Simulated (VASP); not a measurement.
A run of VASP 6.6.1 is set up as follows.

File INCAR:

```
SYSTEM = SnSe
ALGO     = Normal         ! electronic algorithm
EDIFF    = 1E-6           ! SCF threshold, eV
ENCUT    = 500            ! plane-wave cutoff, eV
GGA_COMPAT= .FALSE.      
ISIF     = 2              ! what is computed and relaxed
ISMEAR   = 0              ! smearing method
LASPH    = .TRUE.         ! aspherical terms in the spheres
LCHARG   = .FALSE.        ! write CHGCAR
LREAL    = .FALSE.        ! projectors in reciprocal space
LWAVE    = .FALSE.        ! write WAVECAR
NBANDS   = 28             ! bands
NELM     = 120            ! most SCF steps
PREC     = Accurate       ! precision mode
SIGMA    = 0.05           ! smearing width, eV
```

Contents of KPOINTS:

```
k-points
0
G
  6 6 4
  0 0 0
```

POSCAR

```
SnSe
1.0
    4.1898989379      0.0000000000      0.0000000000
    0.0000000000      4.1898989379      0.0000000000
    0.0000000000      0.0000000000     10.9796229414
Sn Se
2 2
Direct
    0.4493706083     -0.0506293917      0.3781633338
   -0.0506293917      0.4493706083      0.6218366662
    0.5000000000      0.0000000000      0.6217782129
    0.0000000000      0.5000000000      0.3782217871
```

Potentials or basis: VASP PAW LDA potentials, release 64 (Sn_d, Se).

Command:

```sh
$ cat potpaw_LDA.64/Sn_d/POTCAR potpaw_LDA.64/Se/POTCAR > POTCAR
$ mpirun -np 1 vasp_std > vasp.out
```

What does it give for the largest force?

0.478 eV/Å.

Predict the band gap on the k mesh.

1.56 eV (least direct gap 1.57 eV).

Forces in eV/Å, atoms in the order of the input:
```
Sn   0.331  0.331 -0.094
Sn   0.331  0.331  0.094
Se  -0.331 -0.331  0.011
Se  -0.331 -0.331 -0.011
```

Caveat: the cell differs from its parent crystal (all Sn atoms moved -0.300 Å, as atom 1 along Cartesian [1 1 0]); spin-orbit coupling is left out, which moves the levels of the heavy elements.
